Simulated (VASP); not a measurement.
# TiAl (Cmmm) in VASP: further runs

Runs on TiAl. Level: PBEsol. Tasks: single point.

Program: VASP 6.6.1. These are calculated values, not measurements. Logs are shortened: lines on timing, memory, paths and dates and some standing lists are left out, and cuts for length are marked.

**1. The cell of the first run**

The structure is orthorhombic, space group Cmmm (No. 65). Conventional cell: a = 4.442 Å, b = 4.486 Å, c = 3.156 Å, α = 90.00°, β = 90.00°, γ = 90.00°. Within 3.6 Å of Ti (site symmetry mmm) lie 8 Al at 2.72 to 2.74 Å and 6 Ti at 3.16 Å. Al (site symmetry mmm) has 8 Ti at 2.72 to 2.74 Å and 6 Al at 3.16 Å within 3.6 Å.

**2. Single point, PBEsol (strain +0.0100 x Voigt [0, 0, 0, 1, 0, 0])**

The input, INCAR:

```
PREC     = Accurate       # precision mode
ENCUT    = 520            # plane-wave cutoff, eV
EDIFF    = 1E-6           # SCF threshold, eV
ISMEAR   = 0              # smearing method
SIGMA    = 0.15           # smearing width, eV
LREAL    = F              # projectors in reciprocal space
LASPH    = T              # aspherical terms in the spheres
NELM     = 100            # most SCF steps
ALGO     = Fast           # electronic algorithm
ISIF     = 2              # what is computed and relaxed
LWAVE    = F              # write WAVECAR
LCHARG   = F              # write CHGCAR
GGA      = PS             # functional
NBANDS   = 14             # bands
```

The input, KPOINTS:

```
regular mesh
0
Gamma
  20 20 20
```

The input, POSCAR:

```
TiAl
1.0
    3.1564740774      0.0000000000      0.0000000000
    0.0000000000      3.1564740774      0.0157823704
    0.0000000000      0.0157823704      3.1564740774
Ti Al
1 1
Direct
    0.0000000000      0.0000000000      0.0000000000
    0.5000000000      0.5000000000      0.5000000000
```

Potentials or basis: VASP PAW PBE potentials, release 64 (Ti_sv, Al).

Command:

```sh
cat potpaw_PBE.64/Ti_sv/POTCAR potpaw_PBE.64/Al/POTCAR > POTCAR
mpirun -np 1 vasp_std > vasp.out
```

OUTCAR:

```text
PREC = Accurate
   ENCUT = 520
   EDIFF = 1E-6
   ISMEAR = 0
   LREAL = F
   LASPH = T
   NELM = 100
   ISIF = 2
   GGA = PS

 ion  position               nearest neighbor table
   1  0.000  0.000  0.000-   2 2.72   2 2.72   2 2.72   2 2.72   2 2.74   2 2.74   2 2.74   2 2.74

   2  0.500  0.500  0.500-   1 2.72   1 2.72   1 2.72   1 2.72   1 2.74   1 2.74   1 2.74   1 2.74

  LATTYP: Found a base centered orthorhombic cell.
 ALAT       =     4.4416088073
 B/A-ratio  =     1.0100502513
 C/A-ratio  =     0.7106600816

  Lattice vectors:

 A1 = (   0.0000000000,  -0.0157823704,  -3.1564740774)
 A2 = (   0.0000000000,   3.1564740774,   0.0157823704)
 A3 = (   3.1564740774,   0.0000000000,   0.0000000000)

Analysis of symmetry for initial positions (statically):
=====================================================================
 Subroutine PRICEL returns:
 Original cell was already a primitive cell.

 Routine SETGRP: Setting up the symmetry group for a
 base centered orthorhombic supercell.

 Subroutine GETGRP returns: Found  8 space group operations
 (whereof  8 operations were pure point group operations)
 out of a pool of  8 trial point group operations.

The static configuration has the point symmetry D_2h.

Analysis of symmetry for dynamics (positions and initial velocities):
=====================================================================
 Subroutine PRICEL returns:
 Original cell was already a primitive cell.

 Routine SETGRP: Setting up the symmetry group for a
 base centered orthorhombic supercell.

 Subroutine GETGRP returns: Found  8 space group operations
 (whereof  8 operations were pure point group operations)
 out of a pool of  8 trial point group operations.

The dynamic configuration has the point symmetry D_2h.

 Subroutine INISYM returns: Found  8 space group operations
 (whereof  8 operations are pure point group operations),
 and found     1 'primitive' translations

----------------------------------------------------------------------------------------

                                     Primitive cell

  volume of cell :      31.4482

  direct lattice vectors                    reciprocal lattice vectors
     3.156474077  0.000000000  0.000000000     0.316809191  0.000000000  0.000000000
     0.000000000  3.156474077  0.015782370     0.000000000  0.316817112 -0.001584086
     0.000000000  0.015782370  3.156474077     0.000000000 -0.001584086  0.316817112

  length of vectors
     3.156474077  3.156513533  3.156513533     0.316809191  0.316821072  0.316821072

  position of ions in fractional coordinates (direct lattice)
     0.000000000  0.000000000  0.000000000
     0.500000000  0.500000000  0.500000000

  ion indices of the primitive-cell ions
   primitive index   ion index
                 1           1
                 2           2

----------------------------------------------------------------------------------------

 KPOINTS: regular mesh

Automatic generation of k-mesh.
 Grid dimensions read from file:
 generate k-points for:   20   20   20

 Generating k-lattice:

  Cartesian coordinates                     Fractional coordinates (reciprocal lattice)
     0.015840460  0.000000000  0.000000000     0.050000000  0.000000000  0.000000000
     0.000000000  0.015840856 -0.000079204     0.000000000  0.050000000  0.000000000
     0.000000000 -0.000079204  0.015840856     0.000000000  0.000000000  0.050000000

  Length of vectors
     0.015840460  0.015841054  0.015841054

  Shift w.r.t. Gamma in fractional coordinates (k-lattice)
     0.000000000  0.000000000  0.000000000

 Subroutine IBZKPT returns following result:
 ===========================================

 Found   1221 irreducible k-points:

 Following reciprocal coordinates:
            Coordinates               Weight
  0.000000  0.000000  0.000000      1.000000
  0.050000  0.000000  0.000000      2.000000
  0.100000  0.000000  0.000000      2.000000
  0.150000  0.000000  0.000000      2.000000
  0.200000  0.000000  0.000000      2.000000
  0.250000  0.000000  0.000000      2.000000
[... 16 lines left out ...]
  0.000000  0.100000 -0.000000      4.000000
  0.050000  0.100000 -0.000000      8.000000
 [... further k-points ...]
   k-points           NKPTS =   1221   k-points in BZ     NKDIM =   1221   number of bands    NBANDS=     14
   number of dos      NEDOS =    301   number of ions     NIONS =      2
   total plane-waves  NPLWV =  13824
   dimension x,y,z NGX =    24 NGY =   24 NGZ =   24
   dimension x,y,z NGXF=    48 NGYF=   48 NGZF=   48
   ions per type =               1   1
   NGX,Y,Z   is equivalent  to a cutoff of  12.64, 12.64, 12.64 a.u.
   NGXF,Y,Z  is equivalent  to a cutoff of  25.28, 25.28, 25.28 a.u.
 SYSTEM =  unknown system
   PREC   = accura    normal or accurate (medium, high low for compatibility)
   ISTART =      0    job   : 0-new  1-cont  2-samecut
   ICHARG =      2    charge: 1-file 2-atom 10-const
   ISPIN  =      1    spin polarized calculation?
   LNONCOLLINEAR =      F non collinear calculations
   LSORBIT =      F    spin-orbit coupling
   LASPH  =      T    aspherical Exc in radial PAW
   ENCUT  =  520.0 eV  38.22 Ry    6.18 a.u.   5.87  5.87  5.87*2*pi/ulx,y,z
   NELM   =    100;   NELMIN=  2; NELMDL= -5     # of ELM steps
   EDIFF  = 0.1E-05   stopping-criterion for ELM
   LREAL  =      F    real-space projection
   EDIFFG = 0.1E-04   stopping-criterion for IOM
   NSW    =      0    number of steps for IOM
   IBRION =     -1    ionic relax: 0-MD 1-quasi-New 2-CG
   NFREE  =      0    steps in history (QN), initial steepest desc. (CG)
   ISIF   =      2    stress and relaxation
   ISYM   =      2    0-nonsym 1-usesym 2-fastsym
   POTIM  = 0.5000    time-step for ionic-motion
   TEBEG  =    0.0;   TEEND  =   0.0 temperature during run
   PSTRESS=    0.0 pullay stress
   NELECT =      15.0000    total number of electrons
   NUPDOWN=      -1.0000    fix difference up-down
   EMIN   =  10.00;   EMAX   =-10.00  energy-range for DOS
   EFERMI =   0.00;   METHOD = LEGACY
   ISMEAR =     0;   SIGMA  =   0.15  broadening in eV -4-tet -1-fermi 0-gaus
   EFERMI_NEDOS =   21; number of points for ismear=-14 and -15
   IALGO  =     68    algorithm
   IMIX   =      4    mixing-type and parameters
     AMIX     =   0.40;   BMIX     =  1.00
     AMIX_MAG =   1.60;   BMIX_MAG =  1.00
  volume/ion in A,a.u.               =      15.72       106.11
  Fermi-wavevector in a.u.,A,eV,Ry     =   1.279106  2.417160 22.260668  1.636113
  Thomas-Fermi vector in A             =   2.411611
   LORBIT       =      0    0 simple, 1 ext, 2 COOP (PROOUT), +10 PAW based schemes
   GGA     = PS    functional components
   LHFCALC =     F    Hartree Fock is set to
   AEXX    =    0.0000 exact exchange contribution
   IVDW    =     0    specifies the selected vdW correction
   LEPSILON=     F    determine dielectric tensor
   LRPA    =     F    only Hartree local field effects (RPA)
 non-spin polarized calculation
 RMM-DIIS sequential band-by-band and
 Gauss-broadening in eV      SIGMA  =   0.15
  energy-cutoff  :      520.00
  volume of cell :       31.45
 maximum number of plane-waves:       870
 NGX is ok and might be reduce to    24
   NGX = 11   NGY = 11   NGZ = 11

 number of electron      14.9999993 magnetization

 Free energy of the ion-electron system (eV)
  ---------------------------------------------------
  ext. energy  EPLUGINS =         0.00000000
  ---------------------------------------------------
  free energy    TOTEN  =       -12.98025657 eV

  energy without entropy =      -12.95296669  energy(sigma->0) =      -12.96661163

 E-fermi :   8.9023     XC(G=0): -11.2828

 val. band max:        8.9017019156   @ k =   0.0000   0.3000   0.2500
 cond. band min:       8.9033394161   @ k =   0.0000  -0.3000   0.3000
 fundamental gap:      0.0016375005
 Fermi energy:         8.9022731209

 k-point     1 :       0.0000    0.0000    0.0000
  band No.  band energies     occupation
      1     -47.7167      2.00000
      2     -24.0214      2.00000
      3     -24.0168      2.00000
      4     -24.0124      2.00000
      5      -0.4486      2.00000
      6       7.4169      2.00000
      7       7.4177      2.00000
      8      10.7201      0.00000
      9      10.7397      0.00000
     10      10.7615      0.00000
     11      13.4100      0.00000
     12      13.4250      0.00000
     13      13.4417      0.00000
     14      17.8721      0.00000

 k-point     2 :       0.0500    0.0000    0.0000
  band No.  band energies     occupation
      1     -47.7163      2.00000
      2     -24.0215      2.00000
      3     -24.0210      2.00000
      4     -24.0120      2.00000
      5      -0.4079      2.00000
      6       7.3986      2.00000
      7       7.4362      2.00000
      8      10.6442      0.00000
      9      10.6878      0.00000
     10      10.7448      0.00000
     11      13.2426      0.00000
     12      13.5154      0.00000
     13      13.5441      0.00000
     14      17.8343      0.00000

 k-point     3 :       0.1000    0.0000    0.0000
  band No.  band energies     occupation
      1     -47.7151      2.00000
      2     -24.0351      2.00000
      3     -24.0198      2.00000
      4     -24.0108      2.00000
      5      -0.2862      2.00000
      6       7.3319      2.00000
      7       7.4909      2.00000
      8      10.4482      0.00000
      9      10.4971      0.00000
     10      10.7594      0.00000
     11      12.8117      0.00000
     12      13.8010      0.00000
     13      13.8218      0.00000
     14      17.6484      0.00000
[... 324 lines left out ...]
 k-point    23 :       0.0000    0.1000   -0.0000
  band No.  band energies     occupation
      1     -47.7151      2.00000
      2     -24.0361      2.00000
      3     -24.0152      2.00000
      4     -24.0144      2.00000
      5      -0.2861      2.00000
      6       7.3324      2.00000
      7       7.4903      2.00000
      8      10.4711      0.00000
      9      10.4718      0.00000
     10      10.7619      0.00000
     11      12.8120      0.00000
     12      13.8106      0.00000
     13      13.8118      0.00000
     14      17.6489      0.00000

 k-point    24 :       0.0500    0.1000   -0.0000
  band No.  band energies     occupation
      1     -47.7147      2.00000
      2     -24.0357      2.00000
      3     -24.0199      2.00000
      4     -24.0140      2.00000
      5      -0.2459      2.00000
      6       7.3449      2.00000
      7       7.4818      2.00000
      8      10.3856      0.00000
      9      10.4630      0.00000
     10      10.7118      0.00000
     11      12.9036      0.00000
     12      13.6250      0.00000
     13      13.9049      0.00000
     14      17.7551      0.00000

 [... further k-points ...]

------------------------ aborting loop because EDIFF is reached ----------------------------------------

  FORCE on cell =-STRESS in cart. coord.  units (eV):
  Direction    XX          YY          ZZ          XY          YZ          ZX
  --------------------------------------------------------------------------------------
  -------------------------------------------------------------------------------------
  Total        0.0184893      0.0151463      0.0151463      0.0000000     -0.1453932      0.0000000
  in kB        0.9419672      0.7716533      0.7716533      0.0000000     -7.4072806      0.0000000
  external PRESSURE =       0.8284246 kB  Pullay stress =       0.0000000 kB

 VOLUME and BASIS-vectors are now :
 -----------------------------------------------------------------------------
  energy-cutoff  :      520.00
  volume of cell :       31.45
      direct lattice vectors                 reciprocal lattice vectors
     3.156474077  0.000000000  0.000000000     0.316809191  0.000000000  0.000000000
     0.000000000  3.156474077  0.015782370     0.000000000  0.316817112 -0.001584086
     0.000000000  0.015782370  3.156474077     0.000000000 -0.001584086  0.316817112

 POSITION                                       TOTAL-FORCE (eV/Angst)
 -----------------------------------------------------------------------------------
      0.00000      0.00000      0.00000         0.000000      0.000000      0.000000
      1.57824      1.58613      1.58613         0.000000     -0.000000      0.000000
 -----------------------------------------------------------------------------------
    total drift:                               -0.000000      0.000000      0.000000

  FREE ENERGIE OF THE ION-ELECTRON SYSTEM (eV)
  ---------------------------------------------------
  free  energy   TOTEN  =       -12.9802565718 eV

  energy  without entropy=      -12.9529666855  energy(sigma->0) =      -12.96661163
```

It took 6.6 min on 1 thread of Intel Xeon 6975P-C, shared host; peak memory 0.62 GiB.

Results:

| Quantity | Value |
| --- | --- |
| Free energy | -12.9803 eV |
| Pressure | 0.1 GPa |

Caveat: the cell differs from its parent crystal (strain +0.0100 x Voigt [0, 0, 0, 1, 0, 0]); the PAW data sets were made with another functional, which shifts forces and pressure a little.

[end of part 1 of 2]
